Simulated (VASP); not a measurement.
Write the native input for VASP 6.6.1 that does the following.

- Task: single point
- Functional: LDA
- Potentials or basis: VASP PAW LDA potentials, release 64 (Te, Pb_d)
- Cutoff: 520 eV
- k mesh: 13 × 13 × 13
- Occupations: fermi-dirac, width 0.05 eV
- Spin: no spin polarisation
- Dipole correction: no
- Further INCAR settings: ALGO = Normal; EDIFF = 1e-07; NBANDS = 17

The structure of TePb lies in POSCAR:

```
TePb
1.0
    0.0000000000      3.1908807634      3.1908807634
    3.1908807634      0.0000000000      3.1908807634
    3.1908807634      3.1908807634      0.0000000000
Te Pb
1 1
Direct
    0.5000000000      0.5000000000      0.5000000000
    0.0000000000      0.0000000000      0.0000000000
```

One way to write it, as run:

INCAR

```
SYSTEM = TePb
PREC = Accurate
ENCUT = 520
EDIFF = 1E-7
ISMEAR = -1
SIGMA = 0.05
LREAL = .FALSE.
LASPH = .TRUE.
NELM = 100
ALGO = Normal
ISIF = 2
LWAVE = .FALSE.
LCHARG = .FALSE.
GGA = CA
NBANDS = 17
```

KPOINTS

```
regular mesh
0
G
  13 13 13
  0 0 0
```

Potentials or basis: VASP PAW LDA potentials, release 64 (Te, Pb_d).

Run with:

```console
$ cat potpaw_LDA.64/Te/POTCAR potpaw_LDA.64/Pb_d/POTCAR > POTCAR
$ mpirun -np 1 vasp_std > vasp.out
```

Results of the run:

```yaml
Pressure: 0.0 GPa
```

It took 91 s on 1 thread of Intel(R) Xeon(R) Platinum 8259CL CPU @ 2.50GHz (Skylake/Cascade Lake) (shared host), peak memory 0.23 GiB.
